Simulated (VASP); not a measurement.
Nb, 4 atoms in the cell. Symmetry: Fm-3m, No. 225, cubic system. The conventional cell has a = 4.190 Å, b = 4.190 Å, c = 4.190 Å, α = 90.00°, β = 90.00°, γ = 90.00°. Nb (site symmetry m-3m) has 12 Nb at 2.96 Å within 3.9 Å. 

| Item | Value |
| --- | --- |
| Program | VASP 6.6.1 |
| Task | single point |
| Functional | PBEsol |
| Dispersion | D3(BJ) |
| Potentials or basis | VASP PAW PBE potentials, release 64 (Nb_sv) |
| Cutoff | 500 eV |
| k mesh | 5 × 5 × 5 |
| Occupations | methfessel-paxton, width 0.05 eV |
| Spin | no spin polarisation |
| Dipole correction | no |
| Further INCAR settings | ALGO = Normal; EDIFF = 1e-06; NBANDS = 34 |

Potentials or basis: VASP PAW PBE potentials, release 64 (Nb_sv).

The run is started by

```bash
$ cat potpaw_PBE.64/Nb_sv/POTCAR > POTCAR
$ mpirun -np 1 vasp_std > vasp.out
```

Hardware: 1 thread of AMD EPYC 7R43 64-Core Processor (Zen 3) (shared host).

Task: Estimate the wall time of this run.

Result: Wall time 26 s on 1 thread of AMD EPYC 7R43 64-Core Processor (Zen 3), with other jobs on the host, peak memory 0.15 GiB. Counts: scf iterations 13, k points 10.
